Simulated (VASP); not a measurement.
# K2S: single point with LDA

K2S:

```
CELL_PARAMETERS angstrom
0.00000 3.70271 3.70271
3.70271 0.00000 3.70271
3.70271 3.70271 0.00000
ATOMIC_POSITIONS crystal
K 0.75000 0.75000 0.75000
K 0.25000 0.25000 0.25000
S 0.00000 0.00000 0.00000
```

```yaml
Program: VASP 6.6.1
Task: single point
Functional: LDA
Potentials_or_basis: VASP PAW LDA potentials, release 64 (K_sv, S)
Cutoff: 500 eV
k_mesh: 6 × 6 × 6
Occupations: gaussian, width 0.01 eV
Spin: no spin polarisation
Dipole_correction: no
Further_INCAR_settings: ALGO = Normal; EDIFF = 1e-06; NBANDS = 19
```

```json
{
  "Pressure": "-1.7 GPa",
  "Band gap on the k mesh": "2.11 eV (least direct gap 2.32 eV)"
}
```

Levels at points of the mesh, in eV from the valence-band top:
| k point | band 9 | band 10 | band 11 | band 12 | band 13 | band 14 | band 15 | band 16 |
| --- | --- | --- | --- | --- | --- | --- | --- | --- |
| (0.00, 0.00, 0.00) | -9.56 | -0.21 | -0.21 | -0.21 | 2.11 | 5.27 | 5.27 | 7.29 |
| (0.50, 0.00, 0.00) | -9.34 | -0.66 | -0.07 | -0.07 | 4.51 | 4.75 | 5.62 | 5.62 |
| (0.50, 0.50, 0.00) | -9.30 | -0.80 | 0.00 | 0.00 | 3.29 | 5.05 | 6.37 | 6.40 |

Run time: 51 s on 1 thread of Intel Xeon 8259CL, on a shared host, peak memory 0.2 GiB.

A k mesh can miss the band edges.
